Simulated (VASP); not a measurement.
Wanted: the native input for a VASP 6.6.1 run.

```yaml
Task: single point
Functional: BHLYP
Potentials_or_basis: VASP PAW PBE potentials, release 64 (P)
Cutoff: 520 eV
k_mesh: 5 × 5 × 5
Occupations: methfessel-paxton, width 0.1 eV
Spin: no spin polarisation
Dipole_correction: no
Grid_for_exact_exchange_PRECFOCK: Normal
Further_INCAR_settings: ALGO = Normal; EDIFF = 1e-07; NBANDS = 12
Share_of_exact_exchange: 0.5
```

Crystal: P.

```
CELL_PARAMETERS angstrom
1.73579 1.00216 3.14793
-1.73579 1.00216 3.14793
0.00000 -2.00432 3.14793
ATOMIC_POSITIONS crystal
P 0.77292 0.77292 0.77292
P 0.22708 0.22708 0.22708
```

The input as run:

POSCAR

```
P
1.0
    1.7357906108      1.0021591764      3.1479341260
   -1.7357906108      1.0021591764      3.1479341260
    0.0000000000     -2.0043183528      3.1479341260
P
2
Direct
    0.7729197500      0.7729197500      0.7729197500
    0.2270802500      0.2270802500      0.2270802500
```

INCAR.step1

```
SYSTEM = P
PREC = Accurate ; ENCUT = 520
EDIFF = 1E-5 ; ISMEAR = 1
SIGMA = 0.1 ; LREAL = .FALSE.
LASPH = .TRUE. ; NELM = 80
ALGO = Normal ; ISIF = 2
LWAVE = .TRUE. ; LCHARG = .FALSE.
NBANDS = 12 ; GGA = PE
```

INCAR.step2

```
SYSTEM = P
PREC = Accurate ; ENCUT = 520
EDIFF = 1E-7 ; ISMEAR = 1
SIGMA = 0.1 ; LREAL = .FALSE.
LASPH = .TRUE. ; NELM = 80
ALGO = Normal ; ISIF = 2
LWAVE = .FALSE. ; LCHARG = .FALSE.
GGA = B5 ; LHFCALC = .TRUE.
AEXX = 0.5 ; ALDAX = 0.5
AGGAX = 0.5 ; AGGAC = 1.0
ALDAC = 0.0 ; PRECFOCK = Normal
NBANDS = 12 ; ISTART = 1
```

KPOINTS

```
regular mesh
0
G
  5 5 5
  0 0 0
```

Potentials or basis: VASP PAW PBE potentials, release 64 (P).

The run is started by

```sh
$ cat potpaw_PBE.64/P/POTCAR > POTCAR
$ cp INCAR.step1 INCAR
$ mpirun -np 1 vasp_std > vasp.out
$ cp INCAR.step2 INCAR
$ mpirun -np 1 vasp_std > vasp.out
```

It gave:

```
Pressure               : 0.7 GPa
Largest force          : 1.042 eV/Å
Band gap on the k mesh : zero (bands 5 and 6 overlap by 0.37 eV)
```

Caveat: the k points lie up to 0.44 Å⁻¹ apart; the PAW data sets were made with another functional, which shifts forces and pressure a little.

It took 11 min on 1 thread of Intel(R) Xeon(R) Platinum 8259CL CPU @ 2.50GHz (Skylake/Cascade Lake) (shared host), peak memory 0.16 GiB.
